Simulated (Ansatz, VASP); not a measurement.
Two plane-wave programs on MgO

```xyz
2
Lattice="0.0000 2.0544 2.1598 2.0544 0.0000 2.1598 2.0544 2.0544 0.0000" Properties=species:S:1:pos:R:3 pbc="T T T"
Mg    0.0000    0.0000    0.0000
O     2.0544    2.0544    2.1598
```

Change from the starting cell: strain -0.025 along x and y, +0.025 along z, atoms carried along.

Alike in both runs: task single point; functional PBEsol; k mesh 10 × 10 × 10; occupations gaussian, width 0.05 eV; no spin polarisation.

```csv
,VASP,Ansatz
version,VASP 6.6.1,Ansatz 0.2.0
potentials or method,"VASP PAW PBE potentials, release 64 (Mg, O), cutoff 520 eV","scalar-relativistic, plane waves, PAW"
valence electrons in the cell,8,16
```

```csv
,VASP,Ansatz,Ansatz less VASP
gap on the k mesh at the Fermi level (eV),4.80,4.80,0.000
least direct gap on the mesh (eV),4.80,4.80,0.000
pressure (GPa),4.7,5.2,+0.46
"traceless stress, the component that is largest in VASP (GPa)",-7.32,-7.28,+0.047
```

VASP's potentials were made for PBE, not for PBEsol. VASP's potentials hold 8 valence electrons a cell and Ansatz's 16, so a difference there can come from the potentials and not from the codes.
